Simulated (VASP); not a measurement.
# Cs: relaxation of cell and atoms with PBEsol

Crystal: Cs.

```
Cs
1.0
    -2.75008    2.75008    4.09724
     2.75008   -2.75008    4.09724
     2.75008    2.75008   -4.09724
Cs
1
Direct
  0.00000 0.00000 0.00000
```

- Program: VASP 6.6.1
- Task: relaxation of cell and atoms
- Functional: PBEsol
- Potentials or basis: VASP PAW PBE potentials, release 64 (Cs_sv)
- Cutoff: 600 eV
- k mesh: 7 × 7 × 7
- Occupations: fermi-dirac, width 0.05 eV
- Spin: no spin polarisation
- Target pressure: 10 GPa
- Dipole correction: no
- Further INCAR settings: ALGO = Normal; EDIFF = 1e-06; IBRION = 2; EDIFFG = -0.01; NSW = 60; ISIF = 3

| Property | Result |
| --- | --- |
| Relaxed volume | 32.23 Å³/atom |
| Relaxed cell | a = 3.579 Å, b = 3.579 Å, c = 3.579 Å, α = 120.35°, β = 120.35°, γ = 89.39° |
| Space group after relaxing (to 0.05 Å) | Fm-3m (No. 225) |
| Energy change on relaxing (the enthalpy is what falls) | +1170.1 meV/atom |
| Ionic steps | 15 |
| Pressure after relaxing | 10.0 GPa |

Step by step:
```csv
step,energy change (eV),largest force (eV/Å),pressure (GPa),volume (Å³)
1,0.0000,0.0000,-0.22,123.95
2,1.3867,0.0000,13.99,29.31
3,1.1125,0.0000,9.41,33.20
4,1.1789,0.0000,10.34,32.11
5,1.1586,0.0000,9.93,32.43
6,1.1560,0.0000,9.87,32.47
7,1.1585,0.0000,9.97,32.43
8,1.1595,0.0000,9.92,32.41
9,1.1616,0.0000,9.98,32.37
10,1.1661,0.0000,9.95,32.30
11,1.1754,0.0000,10.13,32.15
12,1.1724,0.0000,10.04,32.20
13,1.1733,0.0000,10.07,32.18
14,1.1657,0.0000,9.94,32.30
15,1.1701,0.0000,10.02,32.23
```

Final structure:
```yaml
crystal:
  lattice:
    - [-1.77980, 1.77980, 2.54381]
    - [1.77980, -1.77980, 2.54381]
    - [1.77980, 1.77980, -2.54381]
  atoms:
    - { symbol: Cs, position: [0.00000, 0.00000, 0.00000] }
```

Levels at points of the mesh, in eV from the Fermi level:
```csv
k point,band 1,band 2,band 3,band 4,band 5,band 6,band 7,band 8
"(0.00, 0.00, 0.00)",-24.86,-9.19,-9.18,-9.18,-1.08,2.89,2.99,2.99
```

Run time: 6.4 min on 1 thread of Intel(R) Xeon(R) Platinum 8259CL CPU @ 2.50GHz (Skylake/Cascade Lake), with other jobs on the host, peak memory 0.4 GiB.

Caveat: the cell is relaxed towards a set pressure, so the enthalpy falls and the energy may rise; the volume moved by over 15 % at a fixed basis, so the end points are rough; the PAW data sets were made with another functional, which shifts forces and pressure a little; spin-orbit coupling is left out, which moves the levels of the heavy elements.
